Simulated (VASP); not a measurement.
# W in VASP: notebook, part 2 of 3

VASP 6.6.1. Earlier steps stand in the parts before.

**3. Single point, PBEsol**

Contents of INCAR:

```
SYSTEM = W
PREC     = Accurate       ! precision mode
ENCUT    = 520            ! plane-wave cutoff, eV
EDIFF    = 1E-6           ! SCF threshold, eV
ISMEAR   = -1             ! smearing method
SIGMA    = 0.1            ! smearing width, eV
LREAL    = .FALSE.        ! projectors in reciprocal space
LASPH    = .TRUE.         ! aspherical terms in the spheres
NELM     = 80             ! most SCF steps
ALGO     = Normal         ! electronic algorithm
ISIF     = 2              ! what is computed and relaxed
LWAVE    = .FALSE.        ! write WAVECAR
LCHARG   = .FALSE.        ! write CHGCAR
LDIPOL   = .TRUE.       
IDIPOL   = 3            
DIPOL    = 0.5 0.5 0.500
GGA      = PS             ! functional
NBANDS   = 43             ! bands
```

Contents of KPOINTS:

```
regular mesh
0
G
  14 14 1
  0 0 0
```

Contents of POSCAR:

```
W
1.0
    2.7313605553      0.0000000000      0.0000000000
   -0.9104535184      2.5751514274      0.0000000000
    0.0000000000      0.0000000000     24.9206000000
W
5
Direct
    0.0000000000      0.0000000000      0.3210198348
    0.5000000000      0.5000000000      0.4105099171
    0.0000000000      0.0000000000      0.5000000000
    0.5000000000      0.5000000000      0.5894900829
    0.0000000000      0.0000000000      0.6789801652
```

Potentials or basis: VASP PAW PBE potentials, release 64 (W_sv).

Launch:

```bash
$ cat potpaw_PBE.64/W_sv/POTCAR > POTCAR
$ mpirun -np 1 vasp_std > vasp.out
```

OUTCAR:

```text
SYSTEM = W
   PREC = Accurate
   ENCUT = 520
   EDIFF = 1E-6
   ISMEAR = -1
   LREAL = .FALSE.
   LASPH = .TRUE.
   NELM = 80
   ISIF = 2
   GGA = PS

 ion  position               nearest neighbor table
   1  0.000  0.000  0.321-   2 2.73   2 2.73   2 3.15   2 3.15
   2  0.500  0.500  0.411-   1 2.73   1 2.73   3 2.73   3 2.73   1 3.15   1 3.15   3 3.15   3 3.15

   3  0.000  0.000  0.500-   2 2.73   4 2.73   2 2.73   4 2.73   2 3.15   4 3.15   2 3.15   4 3.15

   4  0.500  0.500  0.589-   5 2.73   5 2.73   3 2.73   3 2.73   5 3.15   5 3.15   3 3.15   3 3.15

   5  0.000  0.000  0.679-   4 2.73   4 2.73   4 3.15   4 3.15

  LATTYP: Found a base centered orthorhombic cell.
 ALAT       =     3.1539035038
 B/A-ratio  =     1.4142135623
 C/A-ratio  =     7.9015099765

  Lattice vectors:

 A1 = (   2.7313605553,   0.0000000000,   0.0000000000)
 A2 = (  -0.9104535184,   2.5751514274,   0.0000000000)
 A3 = (   0.0000000000,   0.0000000000,  24.9206000000)

Analysis of symmetry for initial positions (statically):
=====================================================================
 Subroutine PRICEL returns:
 Original cell was already a primitive cell.

 Routine SETGRP: Setting up the symmetry group for a
 base centered orthorhombic supercell.

 Subroutine GETGRP returns: Found  8 space group operations
 (whereof  8 operations were pure point group operations)
 out of a pool of  8 trial point group operations.

The static configuration has the point symmetry D_2h.

Analysis of symmetry for dynamics (positions and initial velocities):
=====================================================================
 Subroutine PRICEL returns:
 Original cell was already a primitive cell.

 Routine SETGRP: Setting up the symmetry group for a
 base centered orthorhombic supercell.

 Subroutine GETGRP returns: Found  8 space group operations
 (whereof  8 operations were pure point group operations)
 out of a pool of  8 trial point group operations.

The dynamic configuration has the point symmetry D_2h.

 Subroutine INISYM returns: Found  8 space group operations
 (whereof  8 operations are pure point group operations),
 and found     1 'primitive' translations

----------------------------------------------------------------------------------------

                                     Primitive cell

  volume of cell :     175.2832

  direct lattice vectors                    reciprocal lattice vectors
     2.731360555  0.000000000  0.000000000     0.366117903  0.129442226  0.000000000
    -0.910453518  2.575151427  0.000000000     0.000000000  0.388326678  0.000000000
     0.000000000  0.000000000 24.920600000     0.000000000  0.000000000  0.040127445

  length of vectors
     2.731360555  2.731360555 24.920600000     0.388326678  0.388326678  0.040127445

  position of ions in fractional coordinates (direct lattice)
     0.000000000  0.000000000  0.321019835
     0.500000000  0.500000000  0.410509917
     0.000000000  0.000000000  0.500000000
     0.500000000  0.500000000  0.589490083
     0.000000000  0.000000000  0.678980165

  ion indices of the primitive-cell ions
   primitive index   ion index
                 1           1
[... 36 lines left out ...]
  0.214286  0.000000  0.000000      4.000000
  0.285714  0.000000  0.000000      4.000000
  0.357143  0.000000  0.000000      4.000000
[... 16 lines left out ...]
  0.214286  0.142857  0.000000      4.000000
  0.285714  0.142857  0.000000      4.000000
 [... further k-points ...]
   k-points           NKPTS =     57   k-points in BZ     NKDIM =     57   number of bands    NBANDS=     43
   number of dos      NEDOS =    301   number of ions     NIONS =      5
   total plane-waves  NPLWV =  76800
   dimension x,y,z NGX =    20 NGY =   20 NGZ =  192
   dimension x,y,z NGXF=    40 NGYF=   40 NGZF=  384
   ions per type =               5
   NGX,Y,Z   is equivalent  to a cutoff of  12.17, 12.17, 12.81 a.u.
   NGXF,Y,Z  is equivalent  to a cutoff of  24.35, 24.35, 25.62 a.u.
 SYSTEM =  W
   PREC   = accura    normal or accurate (medium, high low for compatibility)
   ISTART =      0    job   : 0-new  1-cont  2-samecut
   ICHARG =      2    charge: 1-file 2-atom 10-const
   ISPIN  =      1    spin polarized calculation?
   LNONCOLLINEAR =      F non collinear calculations
   LSORBIT =      F    spin-orbit coupling
   LASPH  =      T    aspherical Exc in radial PAW
   ENCUT  =  520.0 eV  38.22 Ry    6.18 a.u.   5.08  5.08 46.34*2*pi/ulx,y,z
   NELM   =     80;   NELMIN=  2; NELMDL= -5     # of ELM steps
   EDIFF  = 0.1E-05   stopping-criterion for ELM
   LREAL  =      F    real-space projection
   EDIFFG = 0.1E-04   stopping-criterion for IOM
   NSW    =      0    number of steps for IOM
   IBRION =     -1    ionic relax: 0-MD 1-quasi-New 2-CG
   NFREE  =      0    steps in history (QN), initial steepest desc. (CG)
   ISIF   =      2    stress and relaxation
   ISYM   =      2    0-nonsym 1-usesym 2-fastsym
   POTIM  = 0.5000    time-step for ionic-motion
   TEBEG  =    0.0;   TEEND  =   0.0 temperature during run
   PSTRESS=    0.0 pullay stress
   NELECT =      70.0000    total number of electrons
   NUPDOWN=      -1.0000    fix difference up-down
   EMIN   =  10.00;   EMAX   =-10.00  energy-range for DOS
   EFERMI =   0.00;   METHOD = LEGACY
   ISMEAR =    -1;   SIGMA  =   0.10  broadening in eV -4-tet -1-fermi 0-gaus
   EFERMI_NEDOS =   21; number of points for ismear=-14 and -15
   IALGO  =     38    algorithm
   IMIX   =      4    mixing-type and parameters
     AMIX     =   0.40;   BMIX     =  1.00
     AMIX_MAG =   1.60;   BMIX_MAG =  1.00
  volume/ion in A,a.u.               =      35.06       236.57
  Fermi-wavevector in a.u.,A,eV,Ry     =   1.205575  2.278206 19.774844  1.453410
  Thomas-Fermi vector in A             =   2.341267
   LORBIT       =      0    0 simple, 1 ext, 2 COOP (PROOUT), +10 PAW based schemes
   GGA     = PS    functional components
   LHFCALC =     F    Hartree Fock is set to
   AEXX    =    0.0000 exact exchange contribution
   IVDW    =     0    specifies the selected vdW correction
   LEPSILON=     F    determine dielectric tensor
   LRPA    =     F    only Hartree local field effects (RPA)
 non-spin polarized calculation
  energy-cutoff  :      520.00
  volume of cell :      175.28
 maximum number of plane-waves:      4774
   NGX = 11   NGY = 11   NGZ = 93

 dipolmoment           0.000000      0.000000     -0.000000 electrons x Angstroem

 number of electron      70.0000017 magnetization

 dipolmoment           0.000000      0.000000      0.000000 electrons x Angstroem

 Free energy of the ion-electron system (eV)
  ---------------------------------------------------
  ext. energy  EPLUGINS =         0.00000000
  ---------------------------------------------------
  free energy    TOTEN  =       -65.87440468 eV

  energy without entropy =      -65.75642996  energy(sigma->0) =      -65.81541732

 E-fermi :   2.4503     XC(G=0):  -7.0599

 val. band max:        2.4298480896   @ k =  -0.4286   0.3571   0.0000
 cond. band min:       2.4626701087   @ k =   0.5000   0.3571   0.0000
 fundamental gap:      0.0328220192
 Fermi energy:         2.4503235008

 k-point     1 :       0.0000    0.0000    0.0000
  band No.  band energies     occupation
      1     -71.7482      2.00000
      2     -71.7218      2.00000
      3     -71.6317      2.00000
      4     -71.5412      2.00000
      5     -71.5402      2.00000
      6     -36.5250      2.00000
[... 1093 lines left out ...]
     42       5.4253      0.00000
     43       5.4679      0.00000

 [... further k-points ...]

------------------------ aborting loop because EDIFF is reached ----------------------------------------

 vacuum level on the upper side and lower side of the slab       (xc-potential included)        -0.183        -0.183

  FORCE on cell =-STRESS in cart. coord.  units (eV):
  Direction    XX          YY          ZZ          XY          YZ          ZX
  --------------------------------------------------------------------------------------
  -------------------------------------------------------------------------------------
  Total       -4.9979418     -5.3633498     -2.7275435     -0.5167648      0.0000000      0.0000000
  in kB      -45.6837219    -49.0237356    -24.9311305     -4.7234927      0.0000000      0.0000000
  external PRESSURE =     -39.8795293 kB  Pullay stress =       0.0000000 kB

 VOLUME and BASIS-vectors are now :
 -----------------------------------------------------------------------------
  energy-cutoff  :      520.00
  volume of cell :      175.28
      direct lattice vectors                 reciprocal lattice vectors
     2.731360555  0.000000000  0.000000000     0.366117903  0.129442226  0.000000000
    -0.910453518  2.575151427  0.000000000     0.000000000  0.388326678  0.000000000
     0.000000000  0.000000000 24.920600000     0.000000000  0.000000000  0.040127445

 POSITION                                       TOTAL-FORCE (eV/Angst)
 -----------------------------------------------------------------------------------
      0.00000      0.00000      8.00001         0.000000     -0.000000      0.633132
      0.91045      1.28758     10.23015        -0.000000      0.000000     -0.667638
      0.00000      0.00000     12.46030        -0.000000      0.000000      0.000000
      0.91045      1.28758     14.69045        -0.000000      0.000000      0.667638
      0.00000      0.00000     16.92059         0.000000      0.000000     -0.633132
 -----------------------------------------------------------------------------------
    total drift:                                0.000000      0.000000      0.000000

  FREE ENERGIE OF THE ION-ELECTRON SYSTEM (eV)
  ---------------------------------------------------
  free  energy   TOTEN  =       -65.8744046765 eV

  energy  without entropy=      -65.7564299616  energy(sigma->0) =      -65.81541732

 vacuum level on the upper side and lower side of the slab         7.285         7.285
```

Wall time 12 min (1 thread of Intel Xeon Platinum 8259CL at 2.50GHz (Skylake/Cascade Lake), shared host); peak memory 0.45 GiB.

What came out:

```
Free energy            : -65.8744 eV
Largest force          : 0.668 eV/Å
Band gap on the k mesh : zero (band 35 reaches 3.66 eV, above the bottom of band 36 at 1.71 eV)
```

Forces on the atoms (eV/Å):
```
W    0.000  0.000  0.633
W    0.000  0.000 -0.668
W    0.000  0.000  0.000
W    0.000  0.000  0.668
W    0.000  0.000 -0.633
```

Levels at points of the mesh, in eV from the Fermi level:
```tsv
k point	band 32	band 33	band 34	band 35	band 36	band 37	band 38	band 39
(0.00, 0.00, 0.00)	-1.42	-1.33	-1.30	-0.91	-0.20	0.21	0.57	1.60
(0.50, 0.00, 0.00)	-1.18	-0.67	0.57	1.21	1.80	1.84	1.94	2.26
(0.50, 0.50, 0.00)	-0.29	0.40	0.59	0.88	1.65	1.87	1.89	1.94
```

Caveat: the PAW data sets were made with another functional, which shifts forces and pressure a little; spin-orbit coupling is left out, which moves the levels of the heavy elements.

**4. Single point, PBEsol**

Contents of INCAR:

```
  PREC = Accurate
  ENCUT = 520
  EDIFF = 1E-6
  ISMEAR = -1
  SIGMA = 0.1
  LREAL = False
  LASPH = True
  NELM = 100
  ALGO = Normal
  ISIF = 2
  LWAVE = False
  LCHARG = False
  LDIPOL = True
  IDIPOL = 3
  DIPOL = 0.5 0.5 0.500
  GGA = PS
  NBANDS = 43
```

Contents of KPOINTS:

```
Automatic mesh
0
Gamma
  14 14 1
```

Contents of POSCAR:

```
W
1.0
    2.7313605553      0.0000000000      0.0000000000
   -0.9104535184      2.5751514274      0.0000000000
    0.0000000000      0.0000000000     24.9206000000
W
5
Direct
    0.0000000000      0.0000000000      0.3239899838
    0.5000000000      0.5000000000      0.4102844123
    0.0000000000      0.0000000000      0.4999999999
    0.5000000000      0.5000000000      0.5897155871
    0.0000000000      0.0000000000      0.6760100168
```

Launch:

```bash
$ cat potpaw_PBE.64/W_sv/POTCAR > POTCAR
$ mpirun -np 1 vasp_std > vasp.out
```

It took 22 min on 1 thread of Intel Xeon 8259CL, shared host; peak memory 0.45 GiB.

The run converged. Its results:

```yaml
Free_energy: -65.9238 eV
Largest_force: 0.042 eV/Å
Band_gap_on_the_k_mesh: zero (band 35 reaches 3.71 eV, above the bottom of band 36 at 1.76 eV)
```

Forces in eV/Å, atoms in the order of the input:
```
W    0.000  0.000 -0.042
W    0.000  0.000  0.005
W    0.000  0.000  0.000
W    0.000  0.000 -0.005
W    0.000  0.000  0.042
```

Levels at points of the mesh, in eV from the Fermi level:
```csv
k point,band 33,band 34,band 35,band 36,band 37,band 38
"(0.00, 0.00, 0.00)",-1.26,-1.21,-1.01,-0.07,-0.03,0.73
"(0.50, 0.00, 0.00)",-0.70,0.54,1.22,1.82,1.83,1.96
"(0.50, 0.50, 0.00)",0.39,0.81,0.95,1.85,1.90,2.00
```

Caveat: the PAW data sets were made with another functional, which shifts forces and pressure a little; spin-orbit coupling is left out, which moves the levels of the heavy elements.

(Part 2 of 3 ends here.)
